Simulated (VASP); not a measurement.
Crystal: Cd3F.

```xyz
4
Lattice="3.4428 0.0000 0.0000 0.0000 3.4428 0.0000 0.0000 0.0000 8.9760" Properties=species:S:1:pos:R:3 pbc="T T T"
Cd    1.7214    1.7214    6.8597
Cd    0.0000    0.0000    4.4880
Cd    1.7214    1.7214    2.1164
F     0.0000    0.0000    0.0000
```

The cell was generated, and may not be a known phase.

- Program: VASP 6.6.1
- Task: relaxation of cell and atoms
- Functional: PBE
- Potentials or basis: VASP PAW PBE potentials, release 64 (Cd, F)
- Cutoff: 600 eV
- k mesh: 6 × 6 × 2
- Occupations: gaussian, width 0.1 eV
- Spin: no spin polarisation

At the start: pressure -6.0 GPa; volume 26.60 Å³/atom.

Problem. Where does the relaxation end?

Solution. Over 15 steps the energy falls by 231.6 meV/atom and the volume is 19.71 Å³/atom (-25.9 %); space group P4/mmm (No. 123, to 0.1 Å) before and after.

Step by step:
```csv
step,energy change (eV),largest force (eV/Å),pressure (GPa),volume (Å³)
1,0.0000,0.5612,-5.99,106.39
2,-0.5752,0.4849,-5.03,91.79
3,-0.8672,0.4102,-0.84,79.56
4,-0.8742,0.4055,1.09,76.58
5,-0.8760,0.4053,0.44,77.51
6,-0.8976,0.2795,0.20,77.81
7,-0.9147,0.0320,-0.04,78.66
8,-0.9153,0.0510,-0.07,78.57
9,-0.9154,0.0648,-0.07,78.50
10,-0.9180,0.0486,0.02,78.35
11,-0.9224,0.0220,0.38,77.90
12,-0.9230,0.0161,0.59,77.68
13,-0.9249,0.0277,0.36,78.14
14,-0.9261,0.0279,-0.24,79.25
15,-0.9264,0.0324,-0.02,78.85
```

Final structure:
```
Cd F
1.0
     3.15485    0.00000    0.00000
     0.00000    3.15485    0.00000
     0.00000    0.00000    7.92257
Cd F
3 1
Direct
  0.50000 0.50000 0.78942
  0.00000 0.00000 0.50000
  0.50000 0.50000 0.21058
  0.00000 0.00000 0.00000
```

Caveat: the volume moved by over 15 % at a fixed basis, so the end points are rough.
